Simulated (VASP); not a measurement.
Here is a VASP 6.6.1 calculation.

File POSCAR:

```
PbS
1.0
    0.0000000000      3.0272161200      3.0272161200
    3.0272161200      0.0000000000      3.0272161200
    3.0272161200      3.0272161200      0.0000000000
Pb S
1 1
Direct
    0.0000000000      0.0000000000      0.0000000000
    0.5000000000      0.5000000000      0.5000000000
```

INCAR.step1

```
ALGO     = Normal         # electronic algorithm
EDIFF    = 1E-4           # SCF threshold, eV
ENCUT    = 520            # plane-wave cutoff, eV
GGA      = PE             # functional
ISMEAR   = -1             # smearing method
LASPH    = True           # aspherical terms in the spheres
LCHARG   = False          # write CHGCAR
LREAL    = False          # projectors in reciprocal space
LWAVE    = True           # write WAVECAR
NBANDS   = 17             # bands
NELM     = 80             # most SCF steps
PREC     = Accurate       # precision mode
SIGMA    = 0.02           # smearing width, eV
```

INCAR.step2

```
ALGO     = Normal         # electronic algorithm
EDIFF    = 1E-6           # SCF threshold, eV
ENCUT    = 520            # plane-wave cutoff, eV
ISIF     = 2              # what is computed and relaxed
ISMEAR   = -1             # smearing method
ISTART   = 1            
LASPH    = True           # aspherical terms in the spheres
LCHARG   = False          # write CHGCAR
LMIXTAU  = True         
LREAL    = False          # projectors in reciprocal space
LWAVE    = False          # write WAVECAR
METAGGA  = R2SCAN         # meta-GGA
NBANDS   = 17             # bands
NELM     = 80             # most SCF steps
PREC     = Accurate       # precision mode
SIGMA    = 0.02           # smearing width, eV
```

The input KPOINTS:

```
k-points
0
Gamma
  8 8 8
```

Potentials or basis: VASP PAW PBE potentials, release 64 (Pb_d, S).

Command:

```bash
$ cat potpaw_PBE.64/Pb_d/POTCAR potpaw_PBE.64/S/POTCAR > POTCAR
$ cp INCAR.step1 INCAR
$ mpirun -np 1 vasp_std > vasp.out
$ cp INCAR.step2 INCAR
$ mpirun -np 1 vasp_std > vasp.out
```

Problem. Predict the band gap on the k mesh.

Solution. 0.84 eV, direct.

Problem. What does it give for the pressure?

Solution. -2.1 GPa.

Caveat: the PAW data sets were made with another functional, which shifts forces and pressure a little; spin-orbit coupling is left out, which moves the levels of the heavy elements. A k mesh can miss the band edges.
